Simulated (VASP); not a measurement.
# TaN (P3m1) in VASP: a series of runs, part 2 of 2

VASP 6.6.1. The steps go on from the part before.

## Step 3: Single point, PBE

This run uses another cell than the first one, of 21.53 Å³/atom.

The input, INCAR:

```
PREC = Accurate
ENCUT = 700
EDIFF = 1E-6
ISMEAR = 0
SIGMA = 0.02
LREAL = False
LASPH = True
NELM = 120
ALGO = Normal
ISIF = 2
LWAVE = False
LCHARG = False
GGA = PE
NBANDS = 16
GGA_COMPAT = False
```

The input, KPOINTS:

```
Automatic mesh
0
Gamma
  12 12 8
```

The input, POSCAR:

```
TaN
1.0
    3.1432890615      0.0000000000      0.0000000000
   -1.5716445308      2.7221681787      0.0000000000
    0.0000000000      0.0000000000      5.0323740314
Ta N
1 1
Direct
    0.3333333333      0.6666666667      0.8078798455
    0.6666666667      0.3333333333      0.6499118545
```

Potentials or basis: VASP PAW PBE potentials, release 64 (Ta_sv_GW, N).

Run with:

```sh
$ cat potpaw_PBE.64/Ta_sv_GW/POTCAR potpaw_PBE.64/N/POTCAR > POTCAR
$ mpirun -np 1 vasp_std > vasp.out
```

Wall time 2.3 min (1 thread of Intel Xeon Platinum 8259CL at 2.50GHz (Skylake/Cascade Lake), shared host); peak memory 0.3 GiB.

Results (log left out):

```
Free energy            : -22.6378 eV
Pressure               : 0.1 GPa
Largest force          : 0.032 eV/Å
Band gap on the k mesh : 0.53 eV (least direct gap 0.63 eV)
```

Forces in eV/Å, atoms in the order of the input:
```
Ta   0.000  0.000  0.032
N    0.000  0.000 -0.032
```

Stress tensor (GPa, compression positive):
```
 0.11  0.00  0.00
 0.00  0.11  0.00
 0.00  0.00 -0.05
```

Levels at points of the mesh, in eV from the valence-band top:
| k point | band 5 | band 6 | band 7 | band 8 | band 9 | band 10 | band 11 | band 12 | band 13 | band 14 |
| --- | --- | --- | --- | --- | --- | --- | --- | --- | --- | --- |
| (0.00, 0.00, 0.00) | -15.59 | -5.30 | -5.30 | -5.22 | -1.46 | 1.80 | 1.80 | 3.71 | 6.69 | 6.69 |
| (0.50, 0.00, 0.00) | -14.60 | -6.12 | -4.07 | -3.26 | -0.39 | 1.20 | 2.31 | 3.24 | 5.48 | 5.79 |
| (0.00, 0.00, 0.50) | -15.58 | -5.39 | -5.30 | -5.30 | -0.78 | 1.78 | 1.78 | 3.11 | 5.45 | 6.67 |
| (0.50, 0.00, 0.50) | -14.60 | -6.14 | -4.08 | -3.30 | -0.34 | 1.63 | 2.51 | 3.23 | 5.09 | 5.53 |

Caveat: spin-orbit coupling is left out, which moves the levels of the heavy elements. A k mesh can miss the band edges.

## Step 4: Relaxation of cell and atoms, PBE

This run uses another cell than the first one, of 20.68 Å³/atom.

The input, INCAR:

```
PREC = Accurate ; ENCUT = 700
EDIFF = 1E-7 ; ISMEAR = 0
SIGMA = 0.02 ; LREAL = F
LASPH = T ; NELM = 120
ALGO = Normal ; ISIF = 3
LWAVE = F ; LCHARG = F
GGA = PE ; IBRION = 2
NSW = 100 ; EDIFFG = -0.01
GGA_COMPAT = F ; NELMIN = 4
```

The input, KPOINTS:

```
regular mesh
0
Gamma
  12 12 8
```

The input, POSCAR:

```
TaN
1.0
    3.1451373700      0.0000000000      0.0000000000
   -1.5725686850      2.7237688608      0.0000000000
    0.0000000000      0.0000000000      4.8287683951
Ta N
1 1
Direct
    0.3333333333      0.6666666667      0.8109056217
    0.6666666667      0.3333333333      0.6468860783
```

Potentials or basis: VASP PAW PBE potentials, release 64 (Ta_sv_GW, N).

Run with:

```sh
$ cat potpaw_PBE.64/Ta_sv_GW/POTCAR potpaw_PBE.64/N/POTCAR > POTCAR
$ mpirun -np 1 vasp_std > vasp.out
```

OUTCAR:

```text
PREC = Accurate
   ENCUT = 700
   EDIFF = 1E-7
   ISMEAR = 0
   LREAL = F
   LASPH = T
   NELM = 120
   ISIF = 3
   GGA = PE
   IBRION = 2
   NSW = 100
   EDIFFG = -0.01
   NELMIN = 4

 ion  position               nearest neighbor table
   1  0.333  0.667  0.811-   2 1.98   2 1.98   2 1.98
   2  0.667  0.333  0.647-   1 1.98   1 1.98   1 1.98

  LATTYP: Found a hexagonal cell.
 ALAT       =     3.1451373700
 C/A-ratio  =     1.5353123972

  Lattice vectors:

 A1 = (   3.1451373700,   0.0000000000,   0.0000000000)
 A2 = (  -1.5725686850,   2.7237688608,   0.0000000000)
 A3 = (   0.0000000000,   0.0000000000,   4.8287683951)

Analysis of symmetry for initial positions (statically):
[... 298 lines left out ...]

 k-point     1 :       0.0000    0.0000    0.0000
  band No.  band energies     occupation
      1     -64.3010      2.00000
      2     -30.8601      2.00000
      3     -30.5278      2.00000
      4     -30.5278      2.00000
      5     -11.3266      2.00000
      6      -1.0251      2.00000
      7      -1.0251      2.00000
      8      -0.9446      2.00000
      9       2.7737      2.00000
     10       6.0750      0.00000
     11       6.0750      0.00000
     12       8.0057      0.00000
     13      10.9553      0.00000
[... 354 lines left out ...]
  band No.  band energies     occupation
      1     -64.2927      2.00000
      2     -30.8446      2.00000
      3     -30.6815      2.00000
      4     -30.5627      2.00000
      5     -11.0181      2.00000
      6      -1.5375      2.00000
      7      -0.6735      2.00000
      8      -0.5410      2.00000
      9       3.2881      2.00000
     10       5.6821      0.00000
     11       5.9770      0.00000
     12       7.9037      0.00000
     13      10.6064      0.00000

 [... further k-points ...]

------------------------ aborting loop because EDIFF is reached ----------------------------------------

  FORCE on cell =-STRESS in cart. coord.  units (eV):
  Direction    XX          YY          ZZ          XY          YZ          ZX
  --------------------------------------------------------------------------------------
  -------------------------------------------------------------------------------------
  Total       -0.0028655     -0.0028655     -0.0136494      0.0000000      0.0000000     -0.0000000
  in kB       -0.1110240     -0.1110240     -0.5288553      0.0000000      0.0000000     -0.0000000
  external PRESSURE =      -0.2503011 kB  Pullay stress =       0.0000000 kB
[... 17 lines left out ...]
  FREE ENERGIE OF THE ION-ELECTRON SYSTEM (eV)
  ---------------------------------------------------
  free  energy   TOTEN  =       -22.6371274476 eV

  energy  without entropy=      -22.6371274476  energy(sigma->0) =      -22.63712745

 reached required accuracy - stopping structural energy minimisation
```

CONTCAR:

```text
TaN
   1.00000000000000
     3.1442628694408246    0.0000000000000000    0.0000000000000000
    -1.5721314347204123    2.7230115211001404   -0.0000000000000000
    -0.0000000000000000    0.0000000000000000    4.8296892343028182
  Ta              N
     1     1
Direct
     0.3333333332999970    0.6666666667000030    0.8113101203535273
     0.6666666667000030    0.3333333332999970    0.6464815796464740

  0.00000000E+00  0.00000000E+00  0.00000000E+00
  0.00000000E+00  0.00000000E+00  0.00000000E+00
```

Wall time 5.2 min (1 thread of Intel Xeon Platinum 8259CL at 2.50GHz (Skylake/Cascade Lake), shared host); peak memory 0.28 GiB.

What came out:

```yaml
Free_energy: -22.6371 eV
Relaxed_volume: 20.68 Å³/atom
Relaxed_cell: a = 3.144 Å, b = 3.144 Å, c = 4.830 Å, α = 90.00°, β = 90.00°, γ = 120.00°
Space_group_after_relaxing_to_0.1_Å: P3m1 (No. 156)
Energy_gained_by_relaxing: 0.1 meV/atom
Ionic_steps: 4
Pressure_after_relaxing: 0.0 GPa
Largest_force_after_relaxing: 0.004 eV/Å
Band_gap_on_the_k_mesh: 0.46 eV (least direct gap 0.60 eV)
```

Forces in eV/Å, atoms in the order of the input:
```
Ta   0.000  0.000  0.004
N    0.000  0.000 -0.004
```

The path:
```
step  energy change (eV)  largest force (eV/Å)  pressure (GPa)  volume (Å³)
   1              0.0000                0.0547            0.14        41.37
   2              0.0002                0.0703           -0.60        41.47
   3             -0.0001                0.0150           -0.10        41.40
   4             -0.0001                0.0040           -0.03        41.35
```

Final structure:
```
Ta N
1.0
     3.14426    0.00000    0.00000
    -1.57213    2.72301    0.00000
     0.00000    0.00000    4.82969
Ta N
1 1
Direct
  0.33333 0.66667 0.81131
  0.66667 0.33333 0.64648
```

Levels at points of the mesh, in eV from the valence-band top:
| k point | band 5 | band 6 | band 7 | band 8 | band 9 | band 10 | band 11 | band 12 | band 13 |
| --- | --- | --- | --- | --- | --- | --- | --- | --- | --- |
| (0.00, 0.00, 0.00) | -15.63 | -5.33 | -5.33 | -5.25 | -1.53 | 1.77 | 1.77 | 3.70 | 6.65 |
| (0.50, 0.00, 0.00) | -14.64 | -6.15 | -4.10 | -3.30 | -0.44 | 1.10 | 2.25 | 3.21 | 5.42 |
| (0.00, 0.00, 0.50) | -15.60 | -5.48 | -5.32 | -5.32 | -0.68 | 1.74 | 1.74 | 3.10 | 5.53 |
| (0.50, 0.00, 0.50) | -14.64 | -6.17 | -4.12 | -3.35 | -0.37 | 1.66 | 2.50 | 3.19 | 5.00 |

Caveat: spin-orbit coupling is left out, which moves the levels of the heavy elements.

## Step 5: The runs side by side

| task | cell | k mesh | smearing | gap on the mesh (eV) | pressure (GPa) | relaxed volume (Å³/atom) |
| --- | --- | --- | --- | --- | --- | --- |
| relaxation of cell and atoms | relaxed from a = 2.522, b = 2.522, c = 5.117 Å, angles 90.0, 90.0, 120.0°, 2 atoms, atomic positions A | 6 × 6 × 4 | gaussian 0.1 eV | none | 0.1 | 16.08 |
| single point | a = 3.143, b = 3.143, c = 5.032 Å, angles 90.0, 90.0, 120.0°, 2 atoms, atomic positions B | 12 × 12 × 8 | gaussian 0.02 eV | 0.53 | 0.1 | - |
| relaxation of cell and atoms | relaxed from a = 3.145, b = 3.145, c = 4.829 Å, angles 90.0, 90.0, 120.0°, 2 atoms, atomic positions C | 12 × 12 × 8 | gaussian 0.02 eV | 0.46 | 0.0 | 20.68 |

Alike in all rows: level PBE; potentials or basis VASP PAW PBE potentials, release 64 (Ta_sv_GW, N); no spin polarisation; cutoff (eV) 700.

Caveats: some runs use coarse meshes; spin-orbit coupling is left out, which moves the levels of the heavy elements; a cell axis changed by over 15 % at a fixed basis, so the end point is rough (at least some runs).

Absolute energies hang on the potentials; compare differences alone.
